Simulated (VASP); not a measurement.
A run of VASP 6.6.1:

File INCAR:

```
SYSTEM = Zn4HO4
PREC     = Accurate       ! precision mode
ENCUT    = 520            ! plane-wave cutoff, eV
EDIFF    = 1E-6           ! SCF threshold, eV
ISMEAR   = 0              ! smearing method
SIGMA    = 0.05           ! smearing width, eV
LREAL    = .FALSE.        ! projectors in reciprocal space
LASPH    = .TRUE.         ! aspherical terms in the spheres
NELM     = 60             ! most SCF steps
ALGO     = Normal         ! electronic algorithm
ISIF     = 2              ! what is computed and relaxed
LWAVE    = .FALSE.        ! write WAVECAR
LCHARG   = .FALSE.        ! write CHGCAR
GGA      = PS             ! functional
NBANDS   = 46             ! bands
```

The input KPOINTS:

```
regular mesh
0
G
  4 4 8
  0 0 0
```

File POSCAR:

```
Zn4HO4
1.0
    5.5148137916      0.0000000000      0.0000000000
    0.0000000000      5.5148137916      0.0000000000
    0.0000000000      0.0000000000      3.2430062931
Zn O H
4 4 1
Direct
    0.1820657240      0.1820657240      0.5000000000
    0.8179342760      0.8179342760      0.5000000000
    0.6820657240      0.3179342760      0.0000000000
    0.3179342760      0.6820657240      0.0000000000
    0.8180023132      0.1819976868      0.5000000000
    0.1819976868      0.8180023132      0.5000000000
    0.6819976868      0.6819976868      0.0000000000
    0.3180023132      0.3180023132      0.0000000000
    1.0000405349     -0.7180023132      0.0000000000
```

Potentials or basis: VASP PAW PBE potentials, release 64 (Zn, O, H).

The run is started by

```sh
$ cat potpaw_PBE.64/Zn/POTCAR potpaw_PBE.64/O/POTCAR potpaw_PBE.64/H/POTCAR > POTCAR
$ mpirun -np 1 vasp_std > vasp.out
```

Hardware: 1 thread of Intel(R) Xeon(R) Platinum 8259CL CPU @ 2.50GHz (Skylake/Cascade Lake), on a shared host.

Estimate the wall time of this run.

Wall time 3.3 min on 1 thread of Intel(R) Xeon(R) Platinum 8259CL CPU @ 2.50GHz (Skylake/Cascade Lake), with other jobs on the host, peak memory 0.31 GiB. Counts: scf iterations 16, k points 50.
